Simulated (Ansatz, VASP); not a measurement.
**Two plane-wave programs on Ge**

```xyz
4
Lattice="4.0227 0.0000 0.0000 -2.0113 3.4838 0.0000 0.0000 0.0000 18.8685" Properties=species:S:1:pos:R:3 pbc="T T T"
Ge    0.0000    2.3225    5.1843
Ge    2.0113    1.1613    4.5000
Ge    0.0000    2.3225   10.1685
Ge    2.0113    1.1613    9.4843
```

Alike in both runs: task single point; functional PBE; dispersion D3(BJ); k mesh 9 × 9 × 1; occupations gaussian, width 0.1 eV; no spin polarisation.

|  | VASP | Ansatz |
| --- | --- | --- |
| version | VASP 6.6.1 | Ansatz 0.2.0 |
| potentials or method | VASP PAW PBE potentials, release 64 (Ge_d), cutoff 520 eV | scalar-relativistic, plane waves, PAW |
| valence electrons in the cell | 56 | 56 |

|  | VASP | Ansatz | Ansatz less VASP |
| --- | --- | --- | --- |
| gap on the k mesh at the Fermi level (eV) | 0.41 | 0.41 | 0.000 |
| least direct gap on the mesh (eV) | 0.41 | 0.41 | 0.000 |
| rms of the force components (eV/Å) | 0.039 | 0.039 | -0.0002 |

Atom by atom the forces differ by 0.001 eV/Å (rms over components). Ansatz's warnings: xc potential rough in thin density.
